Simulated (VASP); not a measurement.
Crystal: MgS.

```xyz
2
Lattice="0.0000 2.5929 2.6015 2.5929 0.0000 2.6015 2.5929 2.5929 0.0000" Properties=species:S:1:pos:R:3 pbc="T T T"
Mg    0.0000    0.0000    0.0000
S     2.5929    2.5929    2.6015
```

This cell differs from its parent crystal: biaxial xy strain -0.3%.

Base run:

| Quantity | Value |
| --- | --- |
| Program | VASP 6.6.1 |
| Functional | PBE |
| Potentials or basis | VASP PAW PBE potentials, release 64 (Mg, S) |
| Cutoff | 520 eV |
| k mesh | 8 × 8 × 8 |
| Occupations | fermi-dirac, width 0.02 eV |
| Spin | no spin polarisation |

Its results: band gap on the k mesh 2.77 eV (least direct gap 3.75 eV); pressure 1.4 GPa.

Q: The run is repeated on the same cell with these changes: functional from PBE to r2SCAN; occupations from fermi-dirac, width 0.02 eV to gaussian, width 0.01 eV. What comes out?

A: Band gap on the k mesh 3.43 eV (least direct gap 4.66 eV); pressure 0.1 GPa.

Caveats: the PAW data sets were made with another functional, which shifts forces and pressure a little (at least some runs).

A k mesh can miss the band edges.
